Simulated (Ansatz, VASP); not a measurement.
Ca in VASP and in Ansatz

```xyz
4
Lattice="3.4317 0.0000 0.0000 -1.7159 2.9720 0.0000 0.0000 0.0000 11.2896" Properties=species:S:1:pos:R:3 pbc="T T T"
Ca    0.0000    0.0000    0.0000
Ca    0.0000    0.0000    5.6448
Ca    0.0000    1.9813    2.8224
Ca    1.7159    0.9907    8.4672
```

Change from the starting cell: volume scaled by 0.68, LAPW.

Alike in both runs: task single point; functional PBE; k mesh 7 × 7 × 4; occupations fermi-dirac, width 0.1 eV; no spin polarisation.

|  | VASP | Ansatz |
| --- | --- | --- |
| version | VASP 6.6.1 | Ansatz 0.2.0 |
| potentials or method | VASP PAW PBE potentials, release 64 (Ca_sv), cutoff 520 eV | all-electron LAPW, scalar-relativistic |

Ansatz gave:

* pressure (GPa): 12.1
* traceless stress, the component that is largest in VASP (GPa): 0.16

Question: Which values does VASP return?

Answer: Pressure (GPa): 12.1; traceless stress, the component that is largest in VASP (GPa): 0.15.

Ansatz ran all-electron here, and VASP with PAW potentials.
